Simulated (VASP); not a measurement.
# Ir (P6_3/mmc) in VASP: notebook

Ir is run at these levels: LDA; tasks: single point.

All numbers are computed with VASP 6.6.1; they aren't measurements. Logs are shortened: lines on timing, memory, paths and dates and some standing lists are left out, and cuts for length are marked.

## Step 1: The cell of the first run

Symmetry: P6_3/mmc, No. 194, hexagonal system. Conventional cell: a = 2.650 Å, b = 2.650 Å, c = 4.297 Å, α = 90.00°, β = 90.00°, γ = 120.00°. Within 3.5 Å of Ir (site symmetry -6m2) lie 12 Ir at 2.64 to 2.65 Å.

This isn't the form of Ir at room conditions, which is fcc.

## Step 2: Single point, LDA, collinear spin (13.07 Å³/atom)

File INCAR:

```
SYSTEM = Ir
  PREC = Accurate
  ENCUT = 520
  EDIFF = 1E-6
  ISMEAR = 0
  SIGMA = 0.15
  LREAL = .FALSE.
  LASPH = .TRUE.
  NELM = 150
  ALGO = Normal
  ISIF = 2
  LWAVE = .FALSE.
  LCHARG = .FALSE.
  ISPIN = 2
  MAGMOM = 0.5 0.5
  LORBIT = 11
  NUPDOWN = 1.0
  LMAXMIX = 4
  NBANDS = 20
```

File KPOINTS:

```
Automatic mesh
0
G
  21 21 12
  0 0 0
```

File POSCAR:

```
Ir
1.0
    2.6500373936      0.0000000000      0.0000000000
   -1.3250186968      2.2949997038      0.0000000000
    0.0000000000      0.0000000000      4.2967294997
Ir
2
Direct
    0.6666666667      0.3333333333      0.7500000000
    0.3333333333      0.6666666667      0.2500000000
```

Potentials or basis: VASP PAW LDA potentials, release 64 (Ir).

Started as:

```
> cat potpaw_LDA.64/Ir/POTCAR > POTCAR
> mpirun -np 1 vasp_std > vasp.out
```

OUTCAR:

```text
SYSTEM = Ir
   PREC = Accurate
   ENCUT = 520
   EDIFF = 1E-6
   ISMEAR = 0
   LREAL = .FALSE.
   LASPH = .TRUE.
   NELM = 150
   ISIF = 2
   ISPIN = 2
   LORBIT = 11
   NUPDOWN = 1.0

 ion  position               nearest neighbor table
   1  0.667  0.333  0.750-   2 2.64   2 2.64   2 2.64   2 2.64   2 2.64   2 2.64
   2  0.333  0.667  0.250-   1 2.64   1 2.64   1 2.64   1 2.64   1 2.64   1 2.64

  LATTYP: Found a hexagonal cell.
 ALAT       =     2.6500373936
 C/A-ratio  =     1.6213844794

  Lattice vectors:

 A1 = (   2.6500373936,   0.0000000000,   0.0000000000)
 A2 = (  -1.3250186968,   2.2949997038,   0.0000000000)
 A3 = (   0.0000000000,   0.0000000000,   4.2967294997)

Analysis of symmetry for initial positions (statically):
=====================================================================
 Subroutine PRICEL returns:
 Original cell was already a primitive cell.

 Routine SETGRP: Setting up the symmetry group for a
 hexagonal supercell.

 Subroutine GETGRP returns: Found 24 space group operations
 (whereof 12 operations were pure point group operations)
 out of a pool of 24 trial point group operations.

The static configuration has the point symmetry D_3d.
 The point group associated with its full space group is D_6h.

Analysis of symmetry for dynamics (positions and initial velocities):
=====================================================================
 Subroutine PRICEL returns:
 Original cell was already a primitive cell.

 Routine SETGRP: Setting up the symmetry group for a
 hexagonal supercell.

 Subroutine GETGRP returns: Found 24 space group operations
 (whereof 12 operations were pure point group operations)
 out of a pool of 24 trial point group operations.

The dynamic configuration has the point symmetry D_3d.
 The point group associated with its full space group is D_6h.

Analysis of structural, dynamic, and magnetic symmetry:
=====================================================================
 Subroutine PRICEL returns:
 Original cell was already a primitive cell.

 Routine SETGRP: Setting up the symmetry group for a
 hexagonal supercell.

 Subroutine GETGRP returns: Found 24 space group operations
 (whereof 12 operations were pure point group operations)
 out of a pool of 24 trial point group operations.

The overall configuration has the point symmetry D_3d.
 The point group associated with its full space group is D_6h.

 Subroutine INISYM returns: Found 24 space group operations
 (whereof 12 operations are pure point group operations),
 and found     1 'primitive' translations

----------------------------------------------------------------------------------------

                                     Primitive cell

  volume of cell :      26.1320

  direct lattice vectors                    reciprocal lattice vectors
     2.650037394  0.000000000  0.000000000     0.377353166  0.217864952  0.000000000
    -1.325018697  2.294999704  0.000000000     0.000000000  0.435729904  0.000000000
     0.000000000  0.000000000  4.296729500     0.000000000  0.000000000  0.232735154

  length of vectors
     2.650037394  2.650037394  4.296729500     0.435729904  0.435729904  0.232735154

  position of ions in fractional coordinates (direct lattice)
     0.666666667  0.333333333  0.750000000
     0.333333333  0.666666667  0.250000000

  ion indices of the primitive-cell ions
   primitive index   ion index
                 1           1
                 2           2

----------------------------------------------------------------------------------------

 KPOINTS: Automatic mesh

Automatic generation of k-mesh.
 Grid dimensions read from file:
 generate k-points for:   21   21   12

 Generating k-lattice:

  Cartesian coordinates                     Fractional coordinates (reciprocal lattice)
     0.017969198  0.010374522  0.000000000     0.047619048  0.000000000  0.000000000
     0.000000000  0.020749043  0.000000000     0.000000000  0.047619048  0.000000000
     0.000000000  0.000000000  0.019394596     0.000000000  0.000000000  0.083333333

  Length of vectors
     0.020749043  0.020749043  0.019394596

  Shift w.r.t. Gamma in fractional coordinates (k-lattice)
     0.000000000  0.000000000  0.000000000

 Subroutine IBZKPT returns following result:
 ===========================================

 Found    336 irreducible k-points:

 Following reciprocal coordinates:
            Coordinates               Weight
  0.000000  0.000000  0.000000      1.000000
  0.047619  0.000000  0.000000      6.000000
  0.095238  0.000000  0.000000      6.000000
  0.142857  0.000000  0.000000      6.000000
  0.190476  0.000000  0.000000      6.000000
  0.238095 -0.000000  0.000000      6.000000
[... 16 lines left out ...]
  0.142857  0.095238  0.000000     12.000000
  0.190476  0.095238  0.000000     12.000000
 [... further k-points ...]
   k-points           NKPTS =    336   k-points in BZ     NKDIM =    336   number of bands    NBANDS=     20
   number of dos      NEDOS =    301   number of ions     NIONS =      2
   total plane-waves  NPLWV =  12800
   dimension x,y,z NGX =    20 NGY =   20 NGZ =   32
   dimension x,y,z NGXF=    40 NGYF=   40 NGZF=   64
   ions per type =               2
   NGX,Y,Z   is equivalent  to a cutoff of  12.55, 12.55, 12.38 a.u.
   NGXF,Y,Z  is equivalent  to a cutoff of  25.09, 25.09, 24.76 a.u.
 SYSTEM =  Ir
   PREC   = accura    normal or accurate (medium, high low for compatibility)
   ISTART =      0    job   : 0-new  1-cont  2-samecut
   ICHARG =      2    charge: 1-file 2-atom 10-const
   ISPIN  =      2    spin polarized calculation?
   LNONCOLLINEAR =      F non collinear calculations
   LSORBIT =      F    spin-orbit coupling
   LASPH  =      T    aspherical Exc in radial PAW
   ENCUT  =  520.0 eV  38.22 Ry    6.18 a.u.   4.93  4.93  7.99*2*pi/ulx,y,z
   NELM   =    150;   NELMIN=  2; NELMDL= -5     # of ELM steps
   EDIFF  = 0.1E-05   stopping-criterion for ELM
   LREAL  =      F    real-space projection
   EDIFFG = 0.1E-04   stopping-criterion for IOM
   NSW    =      0    number of steps for IOM
   IBRION =     -1    ionic relax: 0-MD 1-quasi-New 2-CG
   NFREE  =      0    steps in history (QN), initial steepest desc. (CG)
   ISIF   =      2    stress and relaxation
   ISYM   =      2    0-nonsym 1-usesym 2-fastsym
   POTIM  = 0.5000    time-step for ionic-motion
   TEBEG  =    0.0;   TEEND  =   0.0 temperature during run
   PSTRESS=    0.0 pullay stress
   NELECT =      18.0000    total number of electrons
   NUPDOWN=       1.0000    fix difference up-down
   EMIN   =  10.00;   EMAX   =-10.00  energy-range for DOS
   EFERMI =   0.00;   METHOD = LEGACY
   ISMEAR =     0;   SIGMA  =   0.15  broadening in eV -4-tet -1-fermi 0-gaus
   EFERMI_NEDOS =   21; number of points for ismear=-14 and -15
   IALGO  =     38    algorithm
   IMIX   =      4    mixing-type and parameters
     AMIX     =   0.40;   BMIX     =  1.00
     AMIX_MAG =   1.60;   BMIX_MAG =  1.00
  volume/ion in A,a.u.               =      13.07        88.17
  Fermi-wavevector in a.u.,A,eV,Ry     =   1.445800  2.732165 28.440757  2.090337
  Thomas-Fermi vector in A             =   2.563941
   LORBIT       =     11    0 simple, 1 ext, 2 COOP (PROOUT), +10 PAW based schemes
   GGA     = CA    functional components
   LHFCALC =     F    Hartree Fock is set to
   AEXX    =    0.0000 exact exchange contribution
   IVDW    =     0    specifies the selected vdW correction
   LEPSILON=     F    determine dielectric tensor
   LRPA    =     F    only Hartree local field effects (RPA)
 spin polarized calculation
 Gauss-broadening in eV      SIGMA  =   0.15
  energy-cutoff  :      520.00
  volume of cell :       26.13
 maximum number of plane-waves:       732
 NGX is ok and might be reduce to    20
   NGX =  9   NGY =  9   NGZ = 15

 number of electron      17.9999999 magnetization       1.0000000

 Free energy of the ion-electron system (eV)
  ---------------------------------------------------
  ext. energy  EPLUGINS =         0.00000000
  ---------------------------------------------------
  free energy    TOTEN  =       -20.15615522 eV

  energy without entropy =      -20.13215101  energy(sigma->0) =      -20.14415311

 E-fermi :  11.5129     XC(G=0): -14.5986

 val. band max:       12.2095042204   @ k =   0.2381   0.1905   0.0833
 cond. band min:      11.5157434804   @ k =   0.2381   0.1429   0.2500
 fundamental gap:     -0.6937607400
 Fermi energy:        12.2095437628

 spin component 1

 k-point     1 :       0.0000    0.0000    0.0000
  band No.  band energies     occupation
      1      -0.2805      1.00000
      2       2.6915      1.00000
      3       7.2819      1.00000
      4       7.3877      1.00000
      5       7.3877      1.00000
      6       8.1443      1.00000
[... 12 lines left out ...]
     19      34.9487      0.00000
     20      34.9487      0.00000
[... 507 lines left out ...]
 k-point    24 :       0.1905    0.0952    0.0000
  band No.  band energies     occupation
      1       2.0619      1.00000
      2       4.2818      1.00000
      3       5.8082      1.00000
      4       5.9886      1.00000
      5       7.3107      1.00000
      6       7.5362      1.00000
[... 12 lines left out ...]
     19      33.4820      0.00000
     20      36.0698      0.00000

 [... further k-points ...]

 spin component 2

 k-point     1 :       0.0000    0.0000    0.0000
  band No.  band energies     occupation
      1      -0.1398      1.00000
      2       2.8991      1.00000
      3       7.5585      1.00000
      4       7.6539      1.00000
      5       7.6539      1.00000
      6       8.4179      1.00000
[... 12 lines left out ...]
     19      35.1071      0.00000
     20      35.1071      0.00000
[... 507 lines left out ...]
 k-point    24 :       0.1905    0.0952    0.0000
  band No.  band energies     occupation
      1       2.2094      1.00000
      2       4.5058      1.00000
      3       6.0456      1.00000
      4       6.2208      1.00000
      5       7.5644      1.00000
      6       7.8109      1.00000
[... 12 lines left out ...]
     19      33.6381      0.00000
     20      36.2496      0.00000

 [... further k-points ...]

------------------------ aborting loop because EDIFF is reached ----------------------------------------

  FORCE on cell =-STRESS in cart. coord.  units (eV):
  Direction    XX          YY          ZZ          XY          YZ          ZX
  --------------------------------------------------------------------------------------
  -------------------------------------------------------------------------------------
  Total        5.7324904      5.7324904      5.7309348     -0.0000000      0.0000000      0.0000000
  in kB      351.4643395    351.4643394    351.3689664     -0.0000000      0.0000000      0.0000000
  external PRESSURE =     351.4325484 kB  Pullay stress =       0.0000000 kB

 VOLUME and BASIS-vectors are now :
 -----------------------------------------------------------------------------
  energy-cutoff  :      520.00
  volume of cell :       26.13
      direct lattice vectors                 reciprocal lattice vectors
     2.650037394  0.000000000  0.000000000     0.377353166  0.217864952  0.000000000
    -1.325018697  2.294999704  0.000000000     0.000000000  0.435729904  0.000000000
     0.000000000  0.000000000  4.296729500     0.000000000  0.000000000  0.232735154

 POSITION                                       TOTAL-FORCE (eV/Angst)
 -----------------------------------------------------------------------------------
      1.32502      0.76500      3.22255        -0.000000      0.000000      0.000000
     -0.00000      1.53000      1.07418         0.000000     -0.000000      0.000000
 -----------------------------------------------------------------------------------
    total drift:                               -0.000000      0.000000     -0.000000

  FREE ENERGIE OF THE ION-ELECTRON SYSTEM (eV)
  ---------------------------------------------------
  free  energy   TOTEN  =       -20.1561552150 eV

  energy  without entropy=      -20.1321510148  energy(sigma->0) =      -20.14415311

 total charge

# of ion       s       p       d       tot
------------------------------------------
    1        0.722   0.853   7.144   8.720
    2        0.722   0.853   7.144   8.720
--------------------------------------------------
tot          1.444   1.707  14.288  17.440

 magnetization (x)

# of ion       s       p       d       tot
------------------------------------------
    1        0.003   0.009   0.472   0.485
    2        0.003   0.009   0.472   0.485
--------------------------------------------------
tot          0.007   0.018   0.944   0.969
```

Run time: 5 min. Hardware: 1 thread of Intel Xeon 8259CL, shared host; peak memory 0.33 GiB.

Results:

- Free energy: -20.1562 eV
- Pressure: 35.1 GPa
- Net moment: 1.00 μB per cell
- Site moments: Ir +0.48 μB
- Valence electrons inside the program's atomic spheres: Ir 8.72

Caveat: the cell stands under pressure; spin-orbit coupling is left out, which moves the levels of the heavy elements; the total moment is fixed, so each spin has its own Fermi level.

## Step 3: Single point, LDA, collinear spin (13.07 Å³/atom)

File INCAR:

```
ALGO     = Normal         # electronic algorithm
EDIFF    = 1E-6           # SCF threshold, eV
ENCUT    = 520            # plane-wave cutoff, eV
GGA      = CA             # functional
ISIF     = 2              # what is computed and relaxed
ISMEAR   = 0              # smearing method
ISPIN    = 2              # spin polarisation
LASPH    = T              # aspherical terms in the spheres
LCHARG   = F              # write CHGCAR
LMAXMIX  = 4              # l up to which the mixer works
LORBIT   = 11             # projections on sites
LREAL    = F              # projectors in reciprocal space
LWAVE    = F              # write WAVECAR
MAGMOM   = 0.3 0.3        # initial moments
NBANDS   = 20             # bands
NELM     = 150            # most SCF steps
NUPDOWN  = 0.6            # fixed moment
PREC     = Accurate       # precision mode
SIGMA    = 0.15           # smearing width, eV
```

File KPOINTS:

```
k-points
0
Gamma
  21 21 12
```

POSCAR is that of step 2.

Potentials or basis: VASP PAW LDA potentials, release 64 (Ir).

Started as:

```
> cat potpaw_LDA.64/Ir/POTCAR > POTCAR
> mpirun -np 1 vasp_std > vasp.out
```

It took 5.1 min on 1 thread of Intel Xeon 8259CL, shared host; peak memory 0.33 GiB.

It converged, with:

| Item | Value |
| --- | --- |
| Free energy | -20.2679 eV |
| Pressure | 33.5 GPa |
| Net moment | 0.60 μB per cell |
| Site moments | Ir +0.29 μB |
| Valence electrons inside the program's atomic spheres | Ir 8.72 |

Stress tensor (GPa, compression positive):
```
33.45  0.00  0.00
 0.00 33.45  0.00
 0.00  0.00 33.56
```

Caveat: the cell stands under pressure; spin-orbit coupling is left out, which moves the levels of the heavy elements; the total moment is fixed, so each spin has its own Fermi level.

[end of part 1 of 2]
